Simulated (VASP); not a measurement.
A run of VASP 6.6.1 is set up as follows.

The input INCAR:

```
ALGO = Normal
EDIFF = 1E-6
ENCUT = 600
GGA = PS
GGA_COMPAT = F
ISIF = 2
ISMEAR = 0
LASPH = T
LCHARG = F
LDAU = T
LDAUJ = 0 0 0
LDAUL = -1 2 -1
LDAUPRINT = 1
LDAUTYPE = 2
LDAUU = 0 4.5 0
LMAXMIX = 4
LREAL = F
LWAVE = F
NBANDS = 28
NELM = 200
PREC = Accurate
SIGMA = 0.01
```

The input KPOINTS:

```
k-points
0
Gamma
  4 4 4
```

Contents of POSCAR:

```
BaTiO3
1.0
    3.9855000000      0.0000000000      0.0000000000
    0.0000000000      2.8369000000     -2.8451500000
    0.0000000000      2.8369000000      2.8451500000
Ba Ti O
1 1 3
Direct
    0.0000000000      0.0000000000      0.0000000000
    0.5000000000      0.4876000000      0.5124000000
    0.0000000000      0.5126000000      0.4874000000
    0.5000000000      0.0081600000      0.5052400000
    0.5000000000      0.4947600000      0.9918400000
```

Potentials or basis: VASP PAW PBE potentials, release 64 (Ba_sv, Ti_sv, O).

Command:

```sh
$ cat potpaw_PBE.64/Ba_sv/POTCAR potpaw_PBE.64/Ti_sv/POTCAR potpaw_PBE.64/O/POTCAR > POTCAR
$ mpirun -np 1 vasp_std > vasp.out
```

(1) Predict the largest force.

(2) Predict the pressure.

(3) Predict the band gap on the k mesh.

## Answers

(1) 0.436 eV/Å.

(2) 1.5 GPa.

(3) 2.31 eV (least direct gap 2.56 eV).

Caveat: the PAW data sets were made with another functional, which shifts forces and pressure a little; spin-orbit coupling is left out, which moves the levels of the heavy elements.
